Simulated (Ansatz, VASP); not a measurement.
# One calculation of Ba, two programs

```xyz
1
Lattice="-2.5756 2.5756 2.5756 2.5756 -2.5756 2.5756 2.5756 2.5756 -2.5756" Properties=species:S:1:pos:R:3 pbc="T T T"
Ba    0.0000    0.0000    0.0000
```

Alike in both runs: functional RPBE; k mesh 9 × 9 × 9; occupations fermi-dirac, width 0.1 eV; no spin polarisation.

Ansatz relaxed the structure, and its values are those at the end. VASP's run is a single point on that final structure, the one shown.

```csv
,VASP,Ansatz
version,VASP 6.6.1,Ansatz 0.2.0
potentials or method,"VASP PAW PBE potentials, release 64 (Ba_sv), cutoff 520 eV","plane waves (420 eV) with PAW, scalar-relativistic"
valence electrons in the cell,10,10
```

```tsv
	VASP	Ansatz	Ansatz less VASP
pressure (GPa)	0.1	0.0	-0.03
```

VASP's potentials were made for PBE, not for RPBE.

Spin-orbit coupling is off throughout.
